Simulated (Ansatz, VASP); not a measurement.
# P: VASP beside Ansatz

INCAR

```
SYSTEM = P
PREC = Accurate ; ENCUT = 520
EDIFF = 1E-6 ; ISMEAR = 0
SIGMA = 0.03 ; LREAL = .False.
LASPH = .True. ; NELM = 60
ALGO = Normal ; ISIF = 2
LWAVE = .False. ; LCHARG = .False.
GGA = PE ; NBANDS = 18
```

Contents of KPOINTS:

```
regular mesh
0
Gamma
  10 10 8
  0 0 0
```

File POSCAR:

```
P
1.0
    1.6552162270     -5.6427177482      0.0000000000
    1.6552162270      5.6427177482      0.0000000000
    0.0000000000      0.0000000000      4.4210396311
P
4
Direct
    0.0940707809      0.9059292191      0.9137202394
    0.5940707809      0.4059292191      0.5862797606
    0.9059292191      0.0940707809      0.0862797606
    0.4059292191      0.5940707809      0.4137202394
```

Input for Ansatz:

```yaml
crystal:
  lattice:
    - [1.655216227, -5.6427177482, 0.0]
    - [1.655216227, 5.6427177482, 0.0]
    - [0.0, 0.0, 4.4210396311]
  atoms:
    - { symbol: P, position: [0.0940707809, 0.9059292191, 0.9137202394] }
    - { symbol: P, position: [0.5940707809, 0.4059292191, 0.5862797606] }
    - { symbol: P, position: [0.9059292191, 0.0940707809, 0.0862797606] }
    - { symbol: P, position: [0.4059292191, 0.5940707809, 0.4137202394] }
basis:
  ecutwfc: 420
kpoints:
  mp_grid: { grid: [10, 10, 8] }
hamiltonian:
  xc: pbe
scf:
  occupations: { method: gaussian, width: 0.03 }
output:
  forces: true
  stress: true
  eigenvalues: true
```

Change from the starting cell: strain +0.000 along x and y, -0.030 along z, atoms carried along.

Alike in both runs: task single point; functional PBE; k mesh 10 × 10 × 8; occupations gaussian, width 0.03 eV; no spin polarisation.

```csv
,VASP,Ansatz
version,VASP 6.6.1,Ansatz 0.2.0
potentials or method,"VASP PAW PBE potentials, release 64 (P), cutoff 520 eV","scalar-relativistic, plane waves, PAW"
valence electrons in the cell,20,20
```

Ansatz gave:

- gap on the k mesh at the Fermi level (eV): 0.09
- least direct gap on the mesh (eV): 0.11
- pressure (GPa): 2.1
- traceless stress, the component that is largest in VASP (GPa): 1.71
- rms of the force components (eV/Å): 0.258

Q: Estimate VASP's values.

A: gap on the k mesh at the Fermi level (eV): 0.10; least direct gap on the mesh (eV): 0.10; pressure (GPa): 1.8; traceless stress, the component that is largest in VASP (GPa): 1.71; rms of the force components (eV/Å): 0.233.

Atom by atom the forces differ by 0.031 eV/Å (rms over components).
